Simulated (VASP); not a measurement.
## MgB2: single point with PBE

MgB2:

```
Mg B
1.0
     3.07290    0.00000    0.00000
    -1.53645    2.66121    0.00000
     0.00000    0.00000    3.53200
Mg B
1 2
Direct
  0.00000 0.00000 0.00000
  0.33333 0.66667 0.50000
  0.66667 0.33333 0.50000
```

| Quantity | Value |
| --- | --- |
| Program | VASP 6.6.1 |
| Task | single point |
| Functional | PBE |
| Potentials or basis | VASP PAW PBE potentials, release 64 (Mg, B) |
| Cutoff | 600 eV |
| k mesh | 19 × 19 × 15 |
| Occupations | tetrahedron |
| Spin | no spin polarisation |
| Dipole correction | no |
| Mended | yes |
| Further INCAR settings | ALGO = Normal; EDIFF = 1e-06; NBANDS = 11 |

| Item | Value |
| --- | --- |
| Pressure | -0.2 GPa |
| Band gap on the k mesh | zero (bands 4 and 5 overlap by 3.05 eV) |

Stress tensor (GPa, compression positive):
```
 0.08  0.00  0.00
 0.00  0.08  0.00
 0.00  0.00 -0.70
```

Levels at points of the mesh, in eV from the Fermi level:
| k point | band 2 | band 3 | band 4 | band 5 | band 6 | band 7 |
| --- | --- | --- | --- | --- | --- | --- |
| (0.00, 0.00, 0.00) | -2.98 | 0.43 | 0.43 | 1.59 | 6.42 | 6.42 |

Wall time 46 s on 1 thread of Intel(R) Xeon(R) 6975P-C (Granite Rapids), on a shared host, peak memory 0.27 GiB.
